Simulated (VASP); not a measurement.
The system is SiC.

```
Si C
1.0
     0.00000    2.14955    2.14955
     2.14955    0.00000    2.14955
     2.14955    2.14955    0.00000
Si C
1 1
Direct
  0.00000 0.00000 0.00000
  0.75000 0.75000 0.75000
```

Base run:

* Program: VASP 6.6.1
* Functional: BLYP
* Potentials or basis: VASP PAW PBE potentials, release 64 (Si, C)
* Cutoff: 600 eV
* k mesh: 10 × 10 × 10
* Occupations: fermi-dirac, width 0.05 eV
* Spin: no spin polarisation

Its results: band gap on the k mesh 1.67 eV (least direct gap 4.88 eV); pressure 18.4 GPa.

Task: The run is repeated on the same cell with these changes: functional from BLYP to r2SCAN; cutoff from 600 eV to 660 eV; dispersion from none to D3(BJ). What comes out?

Result: Band gap on the k mesh 1.70 eV (least direct gap 5.11 eV); pressure 6.9 GPa.

Several settings changed at once.

Caveats: the cell stands under pressure; the PAW data sets were made with another functional, which shifts forces and pressure a little.

A k mesh can miss the band edges.
